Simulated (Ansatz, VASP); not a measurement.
# One calculation of Ge2Sb2Te5, two programs

The input INCAR:

```
PREC = Accurate
ENCUT = 520
EDIFF = 1E-7
ISMEAR = 0
SIGMA = 0.05
LREAL = Auto
LASPH = True
NELM = 100
ALGO = Normal
ISIF = 2
LWAVE = False
LCHARG = False
GGA = PE
NBANDS = 160
LUSENCCL = False
```

File KPOINTS:

```
regular mesh
0
Gamma
  3 3 1
```

The input POSCAR:

```
Ge2Sb2Te5
1.0
    8.5881290000      0.0000000000      0.0000000000
   -4.2940640000      7.4375380000      0.0000000000
    0.0000000000      0.0000000000     17.1013460000
Ge Sb Te
8 8 20
Direct
    0.1666670000      0.3333330000      0.8971050000
    0.1666670000      0.8333330000      0.8971050000
    0.6666670000      0.3333330000      0.8971050000
    0.6666670000      0.8333330000      0.8971050000
    0.3333330000      0.1666670000      0.1028950000
    0.3333330000      0.6666670000      0.1028950000
    0.8333330000      0.1666670000      0.1028950000
    0.8333330000      0.6666670000      0.1028950000
    0.0000000000      0.0000000000      0.6799320000
    0.0000000000      0.5000000000      0.6799320000
    0.5000000000      0.0000000000      0.6799320000
    0.5000000000      0.5000000000      0.6799320000
    0.0000000000      0.0000000000      0.3200680000
    0.0000000000      0.5000000000      0.3200680000
    0.5000000000      0.0000000000      0.3200680000
    0.5000000000      0.5000000000      0.3200680000
    0.0000000000      0.0000000000      0.0000000000
    0.0000000000      0.5000000000      0.0000000000
    0.5000000000      0.0000000000      0.0000000000
    0.5000000000      0.5000000000      0.0000000000
    0.3333330000      0.1666670000      0.7984580000
    0.3333330000      0.6666670000      0.7984580000
    0.8333330000      0.1666670000      0.7984580000
    0.8333330000      0.6666670000      0.7984580000
    0.1666670000      0.3333330000      0.2015420000
    0.1666670000      0.8333330000      0.2015420000
    0.6666670000      0.3333330000      0.2015420000
    0.6666670000      0.8333330000      0.2015420000
    0.1666670000      0.3333330000      0.5801080000
    0.1666670000      0.8333330000      0.5801080000
    0.6666670000      0.3333330000      0.5801080000
    0.6666670000      0.8333330000      0.5801080000
    0.3333330000      0.1666670000      0.4198920000
    0.3333330000      0.6666670000      0.4198920000
    0.8333330000      0.1666670000      0.4198920000
    0.8333330000      0.6666670000      0.4198920000
```

Input for Ansatz:

```yaml
crystal:
  lattice:
    - [8.588129, 0.0, 0.0]
    - [-4.294064, 7.437538, 0.0]
    - [0.0, 0.0, 17.101346]
  atoms:
    - { symbol: Ge, position: [0.166667, 0.333333, 0.897105] }
    - { symbol: Ge, position: [0.166667, 0.833333, 0.897105] }
    - { symbol: Ge, position: [0.666667, 0.333333, 0.897105] }
    - { symbol: Ge, position: [0.666667, 0.833333, 0.897105] }
    - { symbol: Ge, position: [0.333333, 0.166667, 0.102895] }
    - { symbol: Ge, position: [0.333333, 0.666667, 0.102895] }
    - { symbol: Ge, position: [0.833333, 0.166667, 0.102895] }
    - { symbol: Ge, position: [0.833333, 0.666667, 0.102895] }
    - { symbol: Sb, position: [0.0, 0.0, 0.679932] }
    - { symbol: Sb, position: [0.0, 0.5, 0.679932] }
    - { symbol: Sb, position: [0.5, 0.0, 0.679932] }
    - { symbol: Sb, position: [0.5, 0.5, 0.679932] }
    - { symbol: Sb, position: [0.0, 0.0, 0.320068] }
    - { symbol: Sb, position: [0.0, 0.5, 0.320068] }
    - { symbol: Sb, position: [0.5, 0.0, 0.320068] }
    - { symbol: Sb, position: [0.5, 0.5, 0.320068] }
    - { symbol: Te, position: [0.0, 0.0, 0.0] }
    - { symbol: Te, position: [0.0, 0.5, 0.0] }
    - { symbol: Te, position: [0.5, 0.0, 0.0] }
    - { symbol: Te, position: [0.5, 0.5, 0.0] }
    - { symbol: Te, position: [0.333333, 0.166667, 0.798458] }
    - { symbol: Te, position: [0.333333, 0.666667, 0.798458] }
    - { symbol: Te, position: [0.833333, 0.166667, 0.798458] }
    - { symbol: Te, position: [0.833333, 0.666667, 0.798458] }
    - { symbol: Te, position: [0.166667, 0.333333, 0.201542] }
    - { symbol: Te, position: [0.166667, 0.833333, 0.201542] }
    - { symbol: Te, position: [0.666667, 0.333333, 0.201542] }
    - { symbol: Te, position: [0.666667, 0.833333, 0.201542] }
    - { symbol: Te, position: [0.166667, 0.333333, 0.580108] }
    - { symbol: Te, position: [0.166667, 0.833333, 0.580108] }
    - { symbol: Te, position: [0.666667, 0.333333, 0.580108] }
    - { symbol: Te, position: [0.666667, 0.833333, 0.580108] }
    - { symbol: Te, position: [0.333333, 0.166667, 0.419892] }
    - { symbol: Te, position: [0.333333, 0.666667, 0.419892] }
    - { symbol: Te, position: [0.833333, 0.166667, 0.419892] }
    - { symbol: Te, position: [0.833333, 0.666667, 0.419892] }
basis:
  ecutwfc: 420
  fft_grid_basis: typed
kpoints:
  mp_grid: { grid: [3, 3, 1] }
hamiltonian:
  xc: pbe
  pseudopotentials: { kind: paw }
scf:
  occupations: { method: gaussian, width: 0.05 }
output:
  forces: true
  stress: false
  eigenvalues: true
  bader: false
  write_density: true
  volumetric_format: npy
```

Alike in both runs: task single point; functional PBE; k mesh 3 × 3 × 1; occupations gaussian, width 0.05 eV; no spin polarisation.

```csv
,VASP,Ansatz
version,VASP 6.6.1,Ansatz 0.2.0
potentials or method,"VASP PAW PBE potentials, release 64 (Ge_d, Sb, Te), cutoff 520 eV","scalar-relativistic, plane waves, PAW"
valence electrons in the cell,272,552
```

|  | VASP | Ansatz | Ansatz less VASP |
| --- | --- | --- | --- |
| gap on the k mesh at the Fermi level (eV) | 0.27 | 0.28 | +0.008 |
| rms of the force components (eV/Å) | 0.033 | 0.034 | +0.0007 |

Atom by atom the forces differ by 0.008 eV/Å (rms over components). VASP's potentials hold 272 valence electrons a cell and Ansatz's 552, so a difference there can come from the potentials and not from the codes. Ansatz's warnings: structure snapped to symmetry.

Neither program's run includes spin-orbit coupling.
